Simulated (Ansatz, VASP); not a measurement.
# Mg2Si in VASP and in Ansatz

POSCAR

```
Mg2Si
1.0
    0.0000000000      3.1689631853      3.1689631853
    3.1689631853      0.0000000000      3.1689631853
    3.1689631853      3.1689631853      0.0000000000
Si Mg
1 2
Direct
    0.0000000000      0.0000000000      0.0000000000
    0.2500000000      0.2500000000      0.2500000000
    0.7500000000      0.7500000000      0.7500000000
```

File INCAR.step1:

```
  PREC = Accurate
  ENCUT = 660
  ISMEAR = 0
  SIGMA = 0.01
  LREAL = False
  LASPH = True
  NELM = 120
  NBANDS = 11
  GGA = PE
  ALGO = Normal
  EDIFF = 1E-5
  LWAVE = True
  LCHARG = False
  GGA_COMPAT = False
```

File INCAR.step2:

```
  PREC = Accurate
  ENCUT = 660
  EDIFF = 1E-6
  ISMEAR = 0
  SIGMA = 0.01
  LREAL = False
  LASPH = True
  NELM = 120
  ALGO = Normal
  ISIF = 2
  LWAVE = False
  LCHARG = False
  METAGGA = R2SCAN
  LMIXTAU = True
  NBANDS = 11
  ISTART = 1
  GGA_COMPAT = False
```

Contents of KPOINTS:

```
Automatic mesh
0
Gamma
  6 6 6
```

Input for Ansatz:

```yaml
crystal:
  lattice:
    - [0.0, 3.1689631853, 3.1689631853]
    - [3.1689631853, 0.0, 3.1689631853]
    - [3.1689631853, 3.1689631853, 0.0]
  atoms:
    - { symbol: Si, position: [0.0, 0.0, 0.0] }
    - { symbol: Mg, position: [0.25, 0.25, 0.25] }
    - { symbol: Mg, position: [0.75, 0.75, 0.75] }
kpoints:
  mp_grid: { grid: [6, 6, 6] }
hamiltonian:
  xc: r2scan
scf:
  occupations: { method: fixed }
output:
  optics:
    e_range: [0, 12]
    de: 0.05
    sigma: 0.1
    bands: { spectra_wanted_up_to: 12 }
```

Alike in both runs: task single point; functional r2SCAN; k mesh 6 × 6 × 6; no spin polarisation.

```csv
,VASP,Ansatz
version,VASP 6.6.1,Ansatz 0.2.0
potentials or method,"VASP PAW PBE potentials, release 64 (Si, Mg)","plane waves, PAW"
plane-wave cutoff (eV),660,500
occupations,"gaussian, width 0.01 eV",fixed
valence electrons in the cell,8,24
```

```tsv
	VASP	Ansatz	Ansatz less VASP
gap on the k mesh at the Fermi level (eV)	0.44	0.44	-0.003
```

VASP's potentials were made for PBE, not for r2SCAN. VASP's potentials hold 8 valence electrons a cell and Ansatz's 24, so a difference there can come from the potentials and not from the codes.
